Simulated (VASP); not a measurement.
B: relaxation of cell and atoms with PBE

B:

```xyz
3
Lattice="-1.3566 1.3566 3.3572 1.3566 -1.3566 3.3572 1.3566 1.3566 -3.3572" Properties=species:S:1:pos:R:3 pbc="T T T"
B     0.0000    0.0000    2.5508
B     0.0000    1.3566    1.6786
B     0.0000    0.0000    4.1636
```

```
Program                : VASP 6.6.1
Task                   : relaxation of cell and atoms
Functional             : PBE
Potentials or basis    : VASP PAW PBE potentials, release 64 (B)
Cutoff                 : 600 eV
k mesh                 : 8 × 8 × 8
Occupations            : gaussian, width 0.1 eV
Spin                   : no spin polarisation
Dipole correction      : no
Further INCAR settings : ALGO = Normal; EDIFF = 1e-06; IBRION = 2; EDIFFG = -0.04; NSW = 90; ISIF = 3
```

| Quantity | Value |
| --- | --- |
| Relaxed volume | 8.88 Å³/atom |
| Relaxed cell | a = 3.507 Å, b = 3.507 Å, c = 3.507 Å, α = 127.03°, β = 127.03°, γ = 78.21° |
| Space group after relaxing (to 0.05 Å) | I-4m2 (No. 119) |
| Energy gained by relaxing | 557.4 meV/atom |
| Ionic steps | 12 |
| Pressure after relaxing | 0.1 GPa |

Stress tensor (GPa, compression positive):
```
-0.04  0.00  0.00
 0.00 -0.04  0.00
 0.00  0.00  0.43
```

Step by step:
```csv
step,energy change (eV),largest force (eV/Å),pressure (GPa),volume (Å³)
1,0.0000,0.0642,31.65,24.71
2,-0.5379,0.9047,-7.16,30.97
3,-0.5459,0.8738,-4.11,30.20
4,-0.8878,1.5640,-7.42,30.68
5,-1.3282,1.3929,-15.94,31.22
6,-1.3264,1.6282,-14.23,31.17
7,-1.5069,0.6314,-13.06,29.98
8,-1.5848,0.2619,-11.21,28.55
9,-1.6573,0.0123,-4.62,27.38
10,-1.6709,0.1393,-0.19,26.70
11,-1.6710,0.1531,0.23,26.64
12,-1.6721,0.0005,0.12,26.64
```

Final structure:
```xyz
3
Lattice="-1.5642 1.5642 2.7218 1.5642 -1.5642 2.7218 1.5642 1.5642 -2.7218" Properties=species:S:1:pos:R:3 pbc="T T T"
B     0.0000    0.0000    1.8815
B     0.0000    1.5642    1.3609
B     0.0000    0.0000    3.5620
```

Levels at points of the mesh, in eV from the Fermi level:
| k point | band 1 | band 2 | band 3 | band 4 | band 5 | band 6 | band 7 | band 8 |
| --- | --- | --- | --- | --- | --- | --- | --- | --- |
| (0.00, 0.00, 0.00) | -13.86 | -3.08 | -3.08 | -1.90 | 1.10 | 3.29 | 3.41 | 3.41 |
| (0.50, 0.00, 0.00) | -10.79 | -9.25 | -3.91 | -2.96 | -0.04 | 3.19 | 5.15 | 5.79 |
| (0.50, 0.50, 0.00) | -8.70 | -8.62 | -5.77 | -2.79 | -2.73 | -2.34 | 7.00 | 10.69 |
| (0.50, 0.50, 0.50) | -10.88 | -9.06 | -4.72 | -4.72 | 1.81 | 4.34 | 6.80 | 7.42 |

Run time: 54 s on 1 thread of Intel(R) Xeon(R) Platinum 8559C (Emerald Rapids) (shared host), peak memory 0.17 GiB.

Caveat: the k points lie up to 0.36 Å⁻¹ apart in the final cell.
